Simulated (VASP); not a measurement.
A run of VASP 6.6.1 is set up as follows.

File INCAR:

```
SYSTEM = BaTiO3
  PREC = Accurate
  ENCUT = 520
  EDIFF = 1E-7
  ISMEAR = 0
  SIGMA = 0.05
  LREAL = .False.
  LASPH = .True.
  NELM = 150
  ALGO = Normal
  ISIF = 2
  LWAVE = .False.
  LCHARG = .True.
  LMAXMIX = 4
  LDAU = .True.
  LDAUTYPE = 2
  LDAUL = -1 2 -1
  LDAUU = 0 4 0
  LDAUJ = 0 0 0
  LDAUPRINT = 1
  GGA = PE
  LELF = .True.
  LVHAR = .True.
  NBANDS = 28
```

KPOINTS

```
Automatic mesh
0
Gamma
  6 6 6
  0 0 0
```

Contents of POSCAR:

```
BaTiO3
1.0
    3.9681372799      0.0000000000      0.0000000000
    0.0000000000      2.8445486574      2.8859183788
    0.0000000000     -2.8445486574      2.8859183788
Ba Ti O
1 1 3
Direct
    0.0000000000      0.0080771845      0.0080771845
    0.5000000000      0.5197092871      0.5197092871
    0.0000000000      0.4916268390      0.4916268390
    0.5000000000      0.4938075372      0.9829991522
    0.5000000000      0.9829991522      0.4938075372
```

Potentials or basis: VASP PAW PBE potentials, release 64 (Ba_sv, Ti_sv, O).

Launch:

```sh
$ cat potpaw_PBE.64/Ba_sv/POTCAR potpaw_PBE.64/Ti_sv/POTCAR potpaw_PBE.64/O/POTCAR > POTCAR
$ mpirun -np 1 vasp_std > vasp.out
```

Problem. What does it give for the band gap on the k mesh?

Solution. 2.54 eV (least direct gap 2.93 eV).

Problem. Predict the largest force.

Solution. 0.729 eV/Å.

Problem. Predict the pressure.

Solution. 7.1 GPa.

Forces in eV/Å, atoms in the order of the input:
```
Ba   0.000  0.000 -0.057
Ti   0.000  0.000 -0.729
O    0.000  0.000 -0.028
O    0.000 -0.424  0.407
O    0.000  0.424  0.407
```

Caveat: the cell differs from its parent crystal (strain -0.0100 x Voigt [1, 1, 0, 0, 0, 0]); the cell stands under pressure; spin-orbit coupling is left out, which moves the levels of the heavy elements. A k mesh can miss the band edges.
